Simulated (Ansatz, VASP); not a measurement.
**Mo: VASP beside Ansatz**

```
CELL_PARAMETERS angstrom
0.00000 2.73959 2.73959
2.73959 0.00000 2.73959
2.73959 2.73959 0.00000
ATOMIC_POSITIONS crystal
Mo 0.12500 0.12500 0.12500
Mo 0.87500 0.87500 0.87500
```

Alike in both runs: task single point; functional revPBE; k mesh 11 × 11 × 11; occupations fermi-dirac, width 0.1 eV; no spin polarisation.

```csv
,VASP,Ansatz
version,VASP 6.6.1,Ansatz 0.2.0
potentials or method,"VASP PAW PBE potentials, release 64 (Mo_sv), cutoff 520 eV","plane waves (420 eV) with PAW, scalar-relativistic"
valence electrons in the cell,28,28
```

|  | VASP | Ansatz | Ansatz less VASP |
| --- | --- | --- | --- |
| pressure (GPa) | 17.6 | 16.8 | -0.73 |

VASP's potentials were made for PBE, not for revPBE.
